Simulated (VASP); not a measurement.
Write the native input for VASP 6.6.1 that does the following.

| Quantity | Value |
| --- | --- |
| Task | single point |
| Functional | PBEsol |
| Potentials or basis | VASP PAW PBE potentials, release 64 (Si) |
| Cutoff | 520 eV |
| k mesh | 10 × 10 × 10 |
| Occupations | gaussian, width 0.02 eV |
| Spin | no spin polarisation |
| Dipole correction | no |
| Further INCAR settings | ALGO = Normal; EDIFF = 1e-06; NBANDS = 11 |

The structure of Si lies in POSCAR:

```
Si
1.0
    0.0000000000      2.7169170452      2.7169170452
    2.7169170452      0.0000000000      2.7169170452
    2.7169170452      2.7169170452      0.0000000000
Si
2
Direct
    0.2500000000      0.2500000000      0.2500000000
    0.0000000000      0.0000000000      0.0000000000
```

The input as run:

INCAR

```
SYSTEM = Si
  PREC = Accurate
  ENCUT = 520
  EDIFF = 1E-6
  ISMEAR = 0
  SIGMA = 0.02
  LREAL = .FALSE.
  LASPH = .TRUE.
  NELM = 100
  ALGO = Normal
  ISIF = 2
  LWAVE = .FALSE.
  LCHARG = .TRUE.
  GGA = PS
  LELF = .TRUE.
  LVHAR = .TRUE.
  NBANDS = 11
```

KPOINTS

```
regular mesh
0
G
  10 10 10
  0 0 0
```

Potentials or basis: VASP PAW PBE potentials, release 64 (Si).

Command:

```bash
$ cat potpaw_PBE.64/Si/POTCAR > POTCAR
$ mpirun -np 1 vasp_std > vasp.out
```

It gave:

```json
{"Pressure": "0.1 GPa", "Band gap on the k mesh": "0.47 eV, indirect (least direct gap 2.52 eV)"}
```

Caveat: the PAW data sets were made with another functional, which shifts forces and pressure a little.

Wall time 20 s on 1 thread of Intel(R) Xeon(R) Platinum 8488C (Sapphire Rapids) (shared host), peak memory 0.16 GiB.
